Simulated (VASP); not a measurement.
The system is MgO.

```
CELL_PARAMETERS angstrom
0.00000 2.10217 2.10217
2.10217 0.00000 2.10217
2.10217 2.10217 0.00000
ATOMIC_POSITIONS crystal
Mg 0.00000 0.00000 0.00000
O 0.50000 0.50000 0.50000
```

Base run:

| Property | Result |
| --- | --- |
| Program | VASP 6.6.1 |
| Functional | r2SCAN |
| Potentials or basis | VASP PAW PBE potentials, release 64 (Mg, O) |
| Cutoff | 520 eV |
| k mesh | 10 × 10 × 10 |
| Occupations | gaussian, width 0.01 eV |
| Spin | no spin polarisation |

Its results: band gap on the k mesh 5.66 eV; pressure -1.1 GPa.

The run is repeated on the same cell with these changes: functional from r2SCAN to PBE; k mesh from 10 × 10 × 10 to 6 × 6 × 6. What comes out?

Band gap on the k mesh 4.78 eV; pressure 4.9 GPa.

Several settings changed at once.

Caveats: some runs use coarse meshes; the PAW data sets were made with another functional, which shifts forces and pressure a little (at least some runs).

